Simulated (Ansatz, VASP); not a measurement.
Au in VASP and in Ansatz

```
Au
1.0
     0.00000    2.14713    2.14713
     2.14713    0.00000    2.14713
     2.14713    2.14713    0.00000
Au
1
Direct
  0.00000 0.00000 0.00000
```

Alike in both runs: task single point; functional revPBE; k mesh 21 × 21 × 21; occupations fermi-dirac, width 0.1 eV; no spin polarisation.

```csv
,VASP,Ansatz
version,VASP 6.6.1,Ansatz 0.2.0
potentials or method,"VASP PAW PBE potentials, release 64 (Au), cutoff 520 eV","plane waves (420 eV) with PAW, scalar-relativistic"
valence electrons in the cell,11,19
```

VASP gave:

| Item | Value |
| --- | --- |
| pressure (GPa) | -7.7 |

Task: What did Ansatz give for the same quantities?

Result: Pressure (GPa): -7.6.

VASP's potentials were made for PBE, not for revPBE. VASP's potentials hold 11 valence electrons a cell and Ansatz's 19, so a difference there can come from the potentials and not from the codes.

Spin-orbit coupling is off throughout.
